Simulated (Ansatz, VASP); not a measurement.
Ru in VASP and in Ansatz

```
Ru
1.0
     0.06668    1.84317    1.84317
     1.84317    0.06668    1.84317
     1.84317    1.84317    0.06668
Ru
1
Direct
  0.00000 0.00000 0.00000
```

Change from the starting cell: equal engineering shear yz, xz and xy +0.0350, equal normal strain along x, y and z -0.0500.

Alike in both runs: task single point; functional PBE; k mesh 20 × 20 × 20; occupations gaussian, width 0.15 eV; no spin polarisation.

|  | VASP | Ansatz |
| --- | --- | --- |
| version | VASP 6.6.1 | Ansatz 0.2.0 |
| potentials or method | VASP PAW PBE potentials, release 64 (Ru_pv), cutoff 520 eV | scalar-relativistic, plane waves, PAW |
| valence electrons in the cell | 14 | 16 |

|  | VASP | Ansatz | Ansatz less VASP |
| --- | --- | --- | --- |
| gap on the k mesh at the Fermi level (eV) | none | none | - |
| pressure (GPa) | 70.9 | 70.7 | -0.15 |
| traceless stress, the component that is largest in VASP (GPa) | -14.64 | -14.59 | +0.048 |

A gap of «none» marks a metal or a gap that the smearing closes. Both programs put the cell under a high pressure, so it lies far from rest at this level. VASP's potentials hold 14 valence electrons a cell and Ansatz's 16, so a difference there can come from the potentials and not from the codes.

Noted on VASP's run: the cell as given lies far from equilibrium.
